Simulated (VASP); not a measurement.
# Ti (P6_3/mmc) in VASP: notebook, part 2 of 2

VASP 6.6.1. The steps go on from the part before.

## 3. Relaxation of the atoms, PBE (18.36 Å³/atom)

This run uses another cell than the first one, of 18.36 Å³/atom.

INCAR

```
SYSTEM = Ti
  ALGO = Normal
  EDIFF = 1E-7
  EDIFFG = -0.02
  ENCUT = 450
  GGA = PE
  GGA_COMPAT = .False.
  IBRION = 2
  ISIF = 2
  ISMEAR = -1
  LASPH = .True.
  LCHARG = .False.
  LREAL = .False.
  LWAVE = .False.
  NELM = 120
  NELMIN = 4
  NSW = 80
  PREC = Accurate
  SIGMA = 0.05
```

KPOINTS

```
k-points
0
Gamma
  18 18 10
  0 0 0
```

POSCAR

```
Ti
1.0
    2.9888180735      0.0000000000      0.0000000000
   -1.4944090368      2.5883923789      0.0000000000
    0.0000000000      0.0000000000      4.7476649663
Ti
2
Direct
    0.3333333333      0.6666666667      0.2500000000
    0.6666666667      0.3333333333      0.7500000000
```

Potentials or basis: VASP PAW PBE potentials, release 64 (Ti_sv).

Command:

```
$ cat potpaw_PBE.64/Ti_sv/POTCAR > POTCAR
$ mpirun -np 1 vasp_std > vasp.out
```

OUTCAR:

```text
SYSTEM = Ti
   EDIFF = 1E-7
   EDIFFG = -0.02
   ENCUT = 450
   GGA = PE
   IBRION = 2
   ISIF = 2
   ISMEAR = -1
   LASPH = .True.
   LREAL = .False.
   NELM = 120
   NELMIN = 4
   NSW = 80
   PREC = Accurate

 ion  position               nearest neighbor table
   1  0.333  0.667  0.250-
   2  0.667  0.333  0.750-

  LATTYP: Found a hexagonal cell.
 ALAT       =     2.9888180735
 C/A-ratio  =     1.5884757284

  Lattice vectors:

 A1 = (   2.9888180735,   0.0000000000,   0.0000000000)
 A2 = (  -1.4944090368,   2.5883923789,   0.0000000000)
 A3 = (   0.0000000000,   0.0000000000,   4.7476649663)

Analysis of symmetry for initial positions (statically):
=====================================================================
 Subroutine PRICEL returns:
 Original cell was already a primitive cell.

 Routine SETGRP: Setting up the symmetry group for a
 hexagonal supercell.

 Subroutine GETGRP returns: Found 24 space group operations
 (whereof 12 operations were pure point group operations)
 out of a pool of 24 trial point group operations.

[... 162 lines left out ...]

  energy without entropy =      -15.62104241  energy(sigma->0) =      -15.63013809

 E-fermi :   7.7631     XC(G=0): -11.2372

 val. band max:        7.7527026656   @ k =   0.1111   0.1111   0.3000
 cond. band min:       7.7698707327   @ k =   0.3333   0.1667   0.4000
 fundamental gap:      0.0171680671
 Fermi energy:         7.7630886584

 k-point     1 :       0.0000    0.0000    0.0000
  band No.  band energies     occupation
      1     -49.1927      2.00000
      2     -49.0852      2.00000
      3     -25.7227      2.00000
      4     -25.1807      2.00000
      5     -25.1807      2.00000
      6     -25.1364      2.00000
[... 433 lines left out ...]
      3     -25.5499      2.00000
      4     -25.4703      2.00000
      5     -25.4542      2.00000
      6     -25.3192      2.00000
[... 8 lines left out ...]
     15       8.8386      0.00000
     16      10.6517      0.00000

 [... further k-points ...]

------------------------ aborting loop because EDIFF is reached ----------------------------------------

  FORCE on cell =-STRESS in cart. coord.  units (eV):
  Direction    XX          YY          ZZ          XY          YZ          ZX
  --------------------------------------------------------------------------------------
  -------------------------------------------------------------------------------------
  Total       -1.3388240     -1.3388240     -1.4612188      0.0000000     -0.0000000      0.0000000
  in kB      -58.4015548    -58.4015548    -63.7406040      0.0000000     -0.0000000      0.0000000
  external PRESSURE =     -60.1812379 kB  Pullay stress =       0.0000000 kB

 VOLUME and BASIS-vectors are now :
 -----------------------------------------------------------------------------
  energy-cutoff  :      450.00
  volume of cell :       36.73
      direct lattice vectors                 reciprocal lattice vectors
     2.988818074  0.000000000  0.000000000     0.334580418  0.193170094  0.000000000
    -1.494409037  2.588392379  0.000000000     0.000000000  0.386340189  0.000000000
     0.000000000  0.000000000  4.747664966     0.000000000  0.000000000  0.210629858

 POSITION                                       TOTAL-FORCE (eV/Angst)
 -----------------------------------------------------------------------------------
     -0.00000      1.72559      1.18692        -0.000000      0.000000      0.000000
      1.49441      0.86280      3.56075         0.000000     -0.000000      0.000000
 -----------------------------------------------------------------------------------
    total drift:                               -0.000000      0.000000     -0.000000

  FREE ENERGIE OF THE ION-ELECTRON SYSTEM (eV)
  ---------------------------------------------------
  free  energy   TOTEN  =       -15.6392337724 eV

  energy  without entropy=      -15.6210424090  energy(sigma->0) =      -15.63013809

 reached required accuracy - stopping structural energy minimisation
```

OSZICAR:

```text
N       E                     dE             d eps       ncg     rms          rms(c)
DAV:   1     0.234961071957E+03    0.23496E+03   -0.12763E+04  7120   0.170E+03
DAV:   2     0.994351315625E+01   -0.22502E+03   -0.22375E+03  7336   0.467E+02
DAV:   3    -0.167119988571E+02   -0.26656E+02   -0.26486E+02 14016   0.131E+02
DAV:   4    -0.178389241565E+02   -0.11269E+01   -0.11268E+01  7320   0.283E+01
DAV:   5    -0.179026525476E+02   -0.63728E-01   -0.63728E-01 11824   0.466E+00    0.113E+01
DAV:   6    -0.156381088909E+02    0.22645E+01   -0.89231E+00  8352   0.338E+01    0.272E+00
DAV:   7    -0.156262009106E+02    0.11908E-01   -0.78790E-01 10632   0.725E+00    0.200E+00
DAV:   8    -0.156484330495E+02   -0.22232E-01   -0.21211E-01  8512   0.614E+00    0.664E-01
DAV:   9    -0.156390444092E+02    0.93886E-02   -0.58005E-02  8616   0.260E+00    0.562E-02
DAV:  10    -0.156391743457E+02   -0.12994E-03   -0.18896E-03 10776   0.346E-01    0.753E-02
DAV:  11    -0.156392416305E+02   -0.67285E-04   -0.20017E-04  8624   0.117E-01    0.205E-02
DAV:  12    -0.156392319171E+02    0.97135E-05   -0.40659E-05 10712   0.433E-02    0.732E-03
DAV:  13    -0.156392327874E+02   -0.87036E-06   -0.85454E-07  8448   0.993E-03    0.234E-03
DAV:  14    -0.156392335438E+02   -0.75635E-06   -0.33489E-07  8424   0.467E-03    0.279E-04
DAV:  15    -0.156392337307E+02   -0.18687E-06   -0.35317E-08  4656   0.166E-03    0.416E-05
DAV:  16    -0.156392337724E+02   -0.41770E-07   -0.94097E-09  4352   0.881E-04
   1 F= -.15639234E+02 E0= -.15630138E+02  d E =-.156392E+02
```

CONTCAR:

```text
Ti
   1.00000000000000
     2.9888180735000001    0.0000000000000000    0.0000000000000000
    -1.4944090368000000    2.5883923789000001    0.0000000000000000
     0.0000000000000000    0.0000000000000000    4.7476649663000003
  Ti
     2
Direct
     0.3333333332999970    0.6666666667000030    0.2500000000000000
     0.6666666667000030    0.3333333332999970    0.7500000000000000

  0.00000000E+00  0.00000000E+00  0.00000000E+00
  0.00000000E+00  0.00000000E+00  0.00000000E+00
```

It took 2.1 min on 1 thread of Intel Xeon Platinum 8259CL at 2.50GHz (Skylake/Cascade Lake), shared host; peak memory 0.21 GiB.

What came out:

```yaml
Free_energy: -15.6392 eV
Pressure_after_relaxing: -6.0 GPa
Band_gap_on_the_k_mesh: zero (bands 12 and 13 overlap by 1.07 eV)
```

Stress tensor (GPa, compression positive):
```
-5.84  0.00  0.00
 0.00 -5.84  0.00
 0.00  0.00 -6.37
```

Final structure:
```
Ti
1.0
     2.98882    0.00000    0.00000
    -1.49441    2.58839    0.00000
     0.00000    0.00000    4.74766
Ti
2
Direct
  0.33333 0.66667 0.25000
  0.66667 0.33333 0.75000
```

Caveat: the relaxation stopped at its first step, so nothing moved.
